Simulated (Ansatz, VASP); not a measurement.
One calculation of Ba, two programs

INCAR

```
SYSTEM = Ba
PREC     = Accurate       ! precision mode
ENCUT    = 500            ! plane-wave cutoff, eV
EDIFF    = 1E-7           ! SCF threshold, eV
ISMEAR   = -1             ! smearing method
SIGMA    = 0.1            ! smearing width, eV
LREAL    = .FALSE.        ! projectors in reciprocal space
LASPH    = .TRUE.         ! aspherical terms in the spheres
NELM     = 120            ! most SCF steps
ALGO     = Normal         ! electronic algorithm
ISIF     = 3              ! what is computed and relaxed
LWAVE    = .FALSE.        ! write WAVECAR
LCHARG   = .FALSE.        ! write CHGCAR
IBRION   = 2              ! ionic algorithm
NSW      = 80             ! ionic steps
EDIFFG   = -0.01          ! ionic threshold
GGA_COMPAT= .FALSE.      
NELMIN   = 4
```

KPOINTS

```
Automatic mesh
0
G
  8 8 5
  0 0 0
```

The input POSCAR:

```
Ba
1.0
    4.4544873730      0.0000000000      0.0000000000
   -2.2272436865      3.8576992259      0.0000000000
    0.0000000000      0.0000000000      7.2741778801
Ba
2
Direct
    0.3333333333      0.6666666667      0.2500000000
    0.6666666667      0.3333333333      0.7500000000
```

Input for Ansatz:

```yaml
crystal:
  lattice:
    - [4.454487373, 0.0, 0.0]
    - [-2.2272436865, 3.8576992259, 0.0]
    - [0.0, 0.0, 7.2741778801]
  atoms:
    - { symbol: Ba, position: [0.3333333333, 0.6666666667, 0.25] }
    - { symbol: Ba, position: [0.6666666667, 0.3333333333, 0.75] }
hamiltonian:
  xc: lda
  pseudopotentials:
    kind: paw
    azcp:
      Ba: "pseudopotentials/Ba.paw.azcp"
basis:
  ecutwfc: 420
  fft_grid_basis: typed
kpoints:
  mp_grid: { grid: [8, 8, 5], shift: [0, 0, 0] }
magnetization:
  spin_polarized: false
scf:
  occupations: { method: fermi_dirac, width: 0.1 }
relax:
  max_steps: 60
  f_tol: 0.01
  cell: {}
```

Alike in both runs: task relaxation of cell and atoms; functional LDA; k mesh 8 × 8 × 5; occupations fermi-dirac, width 0.1 eV; no spin polarisation.

|  | VASP | Ansatz |
| --- | --- | --- |
| version | VASP 6.6.1 | Ansatz 0.2.0 |
| potentials or method | VASP PAW LDA potentials, release 64 (Ba_sv), cutoff 500 eV | plane waves (420 eV) with PAW, scalar-relativistic |
| valence electrons in the cell | 20 | 20 |

VASP gave:

| Property | Result |
| --- | --- |
| relaxed volume (Å³/atom) | 53.90 |
| relaxed length of the cell vector where the two differ most in proportion (Å) | 4.252 |

Q: What did Ansatz give for the same quantities?

A: Relaxed volume (Å³/atom): 53.25; relaxed length of the cell vector where the two differ most in proportion (Å): 4.233.

Ansatz warns that its potentials were made for another functional, while VASP's fit it. LDA's correlation is that of Perdew and Zunger in VASP and of Perdew and Wang (1992) in Ansatz.

Neither program's run includes spin-orbit coupling.
